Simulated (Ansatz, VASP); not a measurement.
# One calculation of InP3, two programs

```
In P
1.0
     3.72450    2.15034    3.29500
    -3.72450    2.15034    3.29500
     0.00000   -4.30068    3.29500
In P
2 6
Direct
  0.27550 0.27550 0.27550
  0.72450 0.72450 0.72450
  0.79630 0.24140 0.79630
  0.79630 0.79630 0.24140
  0.24140 0.79630 0.79630
  0.20370 0.75860 0.20370
  0.75860 0.20370 0.20370
  0.20370 0.20370 0.75860
```

Alike in both runs: task single point; functional PBEsol; k mesh 3 × 3 × 3; occupations gaussian, width 0.4 eV; no spin polarisation.

```csv
,VASP,Ansatz
version,VASP 6.6.1,Ansatz 0.2.0
potentials or method,"VASP PAW PBE potentials, release 64 (In_d, P), cutoff 520 eV","scalar-relativistic, plane waves, PAW"
valence electrons in the cell,56,56
```

Ansatz gave:

| Property | Result |
| --- | --- |
| pressure (GPa) | -0.2 |
| rms of the force components (eV/Å) | 0.170 |

**Question.** Estimate VASP's values.

**Answer.** Pressure (GPa): -0.2; rms of the force components (eV/Å): 0.159.

VASP's potentials were made for PBE, not for PBEsol. Atom by atom the forces differ by 0.012 eV/Å (rms over components).

The k mesh is coarse, so the values compare programs but aren't converged.
